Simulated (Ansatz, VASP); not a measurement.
**RbGa3Te2: VASP beside Ansatz**

INCAR

```
SYSTEM = RbGa3Te2
ALGO = Fast ; EDIFF = 1E-7
ENCUT = 520 ; GGA = PE
ISIF = 2 ; ISMEAR = 0
LASPH = .True. ; LCHARG = .False.
LREAL = .False. ; LWAVE = .False.
NBANDS = 39 ; NELM = 100
PREC = Accurate ; SIGMA = 0.1
```

The input KPOINTS:

```
k-points
0
Gamma
  4 4 4
  0 0 0
```

Contents of POSCAR:

```
RbGa3Te2
1.0
    4.9966661600      0.0000000000      0.0000000000
    0.0000000000      4.9966661600      0.0000000000
    0.0000000000      0.0000000000      7.1889657700
Rb Ga Te
1 3 2
Direct
    0.0000000000      0.0000000000      0.5000000000
    0.0000000000      0.5000000000      0.0000000000
    0.5000000000      0.0000000000      0.0000000000
    0.5000000000      0.5000000000      0.0000000000
    0.5000000000      0.5000000000      0.7074301600
    0.5000000000      0.5000000000      0.2925698400
```

Input for Ansatz:

```yaml
crystal:
  lattice:
    - [4.99666616, 0.0, 0.0]
    - [0.0, 4.99666616, 0.0]
    - [0.0, 0.0, 7.18896577]
  atoms:
    - { symbol: Rb, position: [0.0, 0.0, 0.5] }
    - { symbol: Ga, position: [0.0, 0.5, 0.0] }
    - { symbol: Ga, position: [0.5, 0.0, 0.0] }
    - { symbol: Ga, position: [0.5, 0.5, 0.0] }
    - { symbol: Te, position: [0.5, 0.5, 0.70743016] }
    - { symbol: Te, position: [0.5, 0.5, 0.29256984] }
basis:
  ecutwfc: 420
kpoints:
  mp_grid: { grid: [4, 4, 4] }
hamiltonian:
  xc: pbe
scf:
  occupations: { method: gaussian, width: 0.1 }
  lower_state_search: "off"
output:
  forces: true
  stress: true
  eigenvalues: true
```

Alike in both runs: task single point; functional PBE; k mesh 4 × 4 × 4; occupations gaussian, width 0.1 eV; no spin polarisation.

|  | VASP | Ansatz |
| --- | --- | --- |
| version | VASP 6.6.1 | Ansatz 0.2.0 |
| potentials or method | VASP PAW PBE potentials, release 64 (Rb_sv, Ga_d, Te), cutoff 520 eV | scalar-relativistic, plane waves, PAW |
| valence electrons in the cell | 60 | 80 |

Ansatz gave:

- gap on the k mesh at the Fermi level (eV): none
- pressure (GPa): 18.1
- traceless stress, the component that is largest in VASP (GPa): 24.40
- rms of the force components (eV/Å): 2.829

Problem. Estimate VASP's values.

Solution. gap on the k mesh at the Fermi level (eV): none; pressure (GPa): 18.2; traceless stress, the component that is largest in VASP (GPa): 24.36; rms of the force components (eV/Å): 2.839.

Atom by atom the forces differ by 0.010 eV/Å (rms over components). A gap of «none» marks a metal or a gap that the smearing closes. VASP's potentials hold 60 valence electrons a cell and Ansatz's 80, so a difference there can come from the potentials and not from the codes.

Spin-orbit coupling is off throughout.
